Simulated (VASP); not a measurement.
# Ge5Pt3 (Pm-3m) in VASP: further runs, part 2 of 2

VASP 6.6.1. Earlier steps stand in the parts before.

### 3 Single point, PBE

This run uses another cell than the first one, of 18.10 Å³/atom, 1.363 times its volume.

INCAR

```
SYSTEM = Ge5Pt3
  PREC = Accurate
  ENCUT = 500
  EDIFF = 1E-6
  ISMEAR = 0
  SIGMA = 0.1
  LREAL = .False.
  LASPH = .True.
  NELM = 120
  ALGO = Normal
  ISIF = 2
  LWAVE = .False.
  LCHARG = .False.
  GGA = PE
  NBANDS = 60
  GGA_COMPAT = .False.
```

KPOINTS

```
Automatic mesh
0
Gamma
  4 4 4
  0 0 0
```

POSCAR

```
Ge5Pt3
1.0
    5.2508242141      0.0000000000      0.0000000000
    0.0000000000      5.2508242141      0.0000000000
    0.0000000000      0.0000000000      5.2508242141
Ge Pt
5 3
Direct
    0.0000000000      0.0000000000      0.0000000000
    0.5000000000      0.5000000000      0.5000000000
    0.0000000000      0.5000000000      0.5000000000
    0.5000000000      0.0000000000      0.5000000000
    0.5000000000      0.5000000000      0.0000000000
    0.5000000000      0.0000000000      0.0000000000
    0.0000000000      0.5000000000      0.0000000000
    0.0000000000      0.0000000000      0.5000000000
```

Potentials or basis: VASP PAW PBE potentials, release 64 (Ge_d, Pt).

Run with:

```sh
$ cat potpaw_PBE.64/Ge_d/POTCAR potpaw_PBE.64/Pt/POTCAR > POTCAR
$ mpirun -np 1 vasp_std > vasp.out
```

OUTCAR:

```text
SYSTEM = Ge5Pt3
   PREC = Accurate
   ENCUT = 500
   EDIFF = 1E-6
   ISMEAR = 0
   LREAL = .False.
   LASPH = .True.
   NELM = 120
   ISIF = 2
   GGA = PE

 ion  position               nearest neighbor table
   1  0.000  0.000  0.000-   6 2.63   7 2.63   8 2.63   8 2.63   7 2.63   6 2.63
   2  0.500  0.500  0.500-   3 2.63   4 2.63   5 2.63   5 2.63   4 2.63   3 2.63
   3  0.000  0.500  0.500-   2 2.63   7 2.63   8 2.63   7 2.63   8 2.63   2 2.63
   4  0.500  0.000  0.500-   2 2.63   6 2.63   8 2.63   6 2.63   2 2.63   8 2.63
   5  0.500  0.500  0.000-   2 2.63   6 2.63   7 2.63   2 2.63   6 2.63   7 2.63
   6  0.500  0.000  0.000-   1 2.63   4 2.63   5 2.63   4 2.63   5 2.63   1 2.63
   7  0.000  0.500  0.000-   1 2.63   3 2.63   5 2.63   3 2.63   1 2.63   5 2.63
   8  0.000  0.000  0.500-   1 2.63   3 2.63   4 2.63   1 2.63   3 2.63   4 2.63

  LATTYP: Found a simple cubic cell.
 ALAT       =     5.2508242141

  Lattice vectors:

 A1 = (   5.2508242141,   0.0000000000,   0.0000000000)
 A2 = (   0.0000000000,   5.2508242141,   0.0000000000)
 A3 = (   0.0000000000,   0.0000000000,   5.2508242141)

Analysis of symmetry for initial positions (statically):
=====================================================================
 Subroutine PRICEL returns:
 Original cell was already a primitive cell.

 Routine SETGRP: Setting up the symmetry group for a
 simple cubic supercell.

 Subroutine GETGRP returns: Found 48 space group operations
 (whereof 48 operations were pure point group operations)
 out of a pool of 48 trial point group operations.

The static configuration has the point symmetry O_h .

Analysis of symmetry for dynamics (positions and initial velocities):
=====================================================================
 Subroutine PRICEL returns:
 Original cell was already a primitive cell.

 Routine SETGRP: Setting up the symmetry group for a
 simple cubic supercell.

 Subroutine GETGRP returns: Found 48 space group operations
 (whereof 48 operations were pure point group operations)
 out of a pool of 48 trial point group operations.

The dynamic configuration has the point symmetry O_h .

 Subroutine INISYM returns: Found 48 space group operations
 (whereof 48 operations are pure point group operations),
 and found     1 'primitive' translations

----------------------------------------------------------------------------------------

                                     Primitive cell

  volume of cell :     144.7713

  direct lattice vectors                    reciprocal lattice vectors
     5.250824214  0.000000000  0.000000000     0.190446292  0.000000000  0.000000000
     0.000000000  5.250824214  0.000000000     0.000000000  0.190446292  0.000000000
     0.000000000  0.000000000  5.250824214     0.000000000  0.000000000  0.190446292

  length of vectors
     5.250824214  5.250824214  5.250824214     0.190446292  0.190446292  0.190446292

  position of ions in fractional coordinates (direct lattice)
     0.000000000  0.000000000  0.000000000
     0.500000000  0.500000000  0.500000000
[... 47 lines left out ...]
  0.250000  0.000000  0.000000      6.000000
  0.500000  0.000000  0.000000      3.000000
  0.250000  0.250000  0.000000     12.000000
  0.500000  0.250000  0.000000     12.000000
  0.500000  0.500000  0.000000      3.000000
  0.250000  0.250000  0.250000      8.000000
  0.500000  0.250000  0.250000     12.000000
  0.500000  0.500000  0.250000      6.000000
  0.500000  0.500000  0.500000      1.000000
   k-points           NKPTS =     10   k-points in BZ     NKDIM =     10   number of bands    NBANDS=     60
   number of dos      NEDOS =    301   number of ions     NIONS =      8
   total plane-waves  NPLWV =  64000
   dimension x,y,z NGX =    40 NGY =   40 NGZ =   40
   dimension x,y,z NGXF=    80 NGYF=   80 NGZF=   80
   ions per type =               5   3
   NGX,Y,Z   is equivalent  to a cutoff of  12.66, 12.66, 12.66 a.u.
   NGXF,Y,Z  is equivalent  to a cutoff of  25.33, 25.33, 25.33 a.u.
 SYSTEM =  Ge5Pt3
   PREC   = accura    normal or accurate (medium, high low for compatibility)
   ISTART =      0    job   : 0-new  1-cont  2-samecut
   ICHARG =      2    charge: 1-file 2-atom 10-const
   ISPIN  =      1    spin polarized calculation?
   LNONCOLLINEAR =      F non collinear calculations
   LSORBIT =      F    spin-orbit coupling
   LASPH  =      T    aspherical Exc in radial PAW
   ENCUT  =  500.0 eV  36.75 Ry    6.06 a.u.   9.57  9.57  9.57*2*pi/ulx,y,z
   NELM   =    120;   NELMIN=  2; NELMDL= -5     # of ELM steps
   EDIFF  = 0.1E-05   stopping-criterion for ELM
   LREAL  =      F    real-space projection
   EDIFFG = 0.1E-04   stopping-criterion for IOM
   NSW    =      0    number of steps for IOM
   IBRION =     -1    ionic relax: 0-MD 1-quasi-New 2-CG
   NFREE  =      0    steps in history (QN), initial steepest desc. (CG)
   ISIF   =      2    stress and relaxation
   ISYM   =      2    0-nonsym 1-usesym 2-fastsym
   POTIM  = 0.5000    time-step for ionic-motion
   TEBEG  =    0.0;   TEEND  =   0.0 temperature during run
   PSTRESS=    0.0 pullay stress
   NELECT =     100.0000    total number of electrons
   NUPDOWN=      -1.0000    fix difference up-down
   EMIN   =  10.00;   EMAX   =-10.00  energy-range for DOS
   EFERMI =   0.00;   METHOD = LEGACY
   ISMEAR =     0;   SIGMA  =   0.10  broadening in eV -4-tet -1-fermi 0-gaus
   EFERMI_NEDOS =   21; number of points for ismear=-14 and -15
   IALGO  =     38    algorithm
   IMIX   =      4    mixing-type and parameters
     AMIX     =   0.40;   BMIX     =  1.00
     AMIX_MAG =   1.60;   BMIX_MAG =  1.00
  volume/ion in A,a.u.               =      18.10       122.12
  Fermi-wavevector in a.u.,A,eV,Ry     =   1.447152  2.734720 28.493969  2.094248
  Thomas-Fermi vector in A             =   2.565139
   LORBIT       =      0    0 simple, 1 ext, 2 COOP (PROOUT), +10 PAW based schemes
   GGA     = PE    functional components
   LHFCALC =     F    Hartree Fock is set to
   AEXX    =    0.0000 exact exchange contribution
   IVDW    =     0    specifies the selected vdW correction
   LEPSILON=     F    determine dielectric tensor
   LRPA    =     F    only Hartree local field effects (RPA)
 non-spin polarized calculation
 Gauss-broadening in eV      SIGMA  =   0.10
  energy-cutoff  :      500.00
  volume of cell :      144.77
 maximum number of plane-waves:      3743
 NGX is ok and might be reduce to    40
   NGX = 19   NGY = 19   NGZ = 19

 number of electron     100.0000124 magnetization

 Free energy of the ion-electron system (eV)
  ---------------------------------------------------
  ext. energy  EPLUGINS =         0.00000000
  ---------------------------------------------------
  free energy    TOTEN  =       -41.30899726 eV

  energy without entropy =      -41.26368745  energy(sigma->0) =      -41.28634235

 E-fermi :   7.1955     XC(G=0): -11.7148

 val. band max:        7.1463390656   @ k =   0.2500   0.2500   0.0000
 cond. band min:       7.1973927079   @ k =   0.5000   0.2500   0.0000
 fundamental gap:      0.0510536423
 Fermi energy:         7.1954805362

 k-point     1 :       0.0000    0.0000    0.0000
  band No.  band energies     occupation
      1     -17.2542      2.00000
      2     -17.2542      2.00000
      3     -17.2217      2.00000
      4     -17.2217      2.00000
      5     -17.2213      2.00000
      6     -17.2213      2.00000
[... 619 lines left out ...]
     59      13.2424      0.00000
     60      13.2597      0.00000

------------------------ aborting loop because EDIFF is reached ----------------------------------------

  FORCE on cell =-STRESS in cart. coord.  units (eV):
  Direction    XX          YY          ZZ          XY          YZ          ZX
  --------------------------------------------------------------------------------------
  -------------------------------------------------------------------------------------
  Total        0.1011411      0.1011411      0.1011411      0.0000000     -0.0000000      0.0000000
  in kB        1.1193237      1.1193237      1.1193237      0.0000000     -0.0000000      0.0000000
  external PRESSURE =       1.1193237 kB  Pullay stress =       0.0000000 kB

 VOLUME and BASIS-vectors are now :
 -----------------------------------------------------------------------------
  energy-cutoff  :      500.00
  volume of cell :      144.77
      direct lattice vectors                 reciprocal lattice vectors
     5.250824214  0.000000000  0.000000000     0.190446292  0.000000000  0.000000000
     0.000000000  5.250824214  0.000000000     0.000000000  0.190446292  0.000000000
     0.000000000  0.000000000  5.250824214     0.000000000  0.000000000  0.190446292

 POSITION                                       TOTAL-FORCE (eV/Angst)
 -----------------------------------------------------------------------------------
      0.00000      0.00000      0.00000         0.000000      0.000000      0.000000
      2.62541      2.62541      2.62541         0.000000      0.000000      0.000000
      0.00000      2.62541      2.62541         0.000000      0.000000      0.000000
      2.62541      0.00000      2.62541         0.000000      0.000000      0.000000
      2.62541      2.62541      0.00000         0.000000      0.000000      0.000000
      2.62541      0.00000      0.00000         0.000000      0.000000      0.000000
      0.00000      2.62541      0.00000         0.000000      0.000000      0.000000
      0.00000      0.00000      2.62541         0.000000      0.000000      0.000000
 -----------------------------------------------------------------------------------
    total drift:                               -0.000000      0.000000     -0.000000

  FREE ENERGIE OF THE ION-ELECTRON SYSTEM (eV)
  ---------------------------------------------------
  free  energy   TOTEN  =       -41.3089972561 eV

  energy  without entropy=      -41.2636874467  energy(sigma->0) =      -41.28634235
```

Run time: 37 s. Hardware: 1 thread of Intel Xeon 6975P-C (Granite Rapids), shared host; peak memory 0.26 GiB.

Results:

```
Free energy            : -41.3090 eV
Pressure               : 0.1 GPa
Band gap on the k mesh : zero (band 50 reaches 9.78 eV, above the bottom of band 51 at 7.15 eV)
```

Caveat: spin-orbit coupling is left out, which moves the levels of the heavy elements.
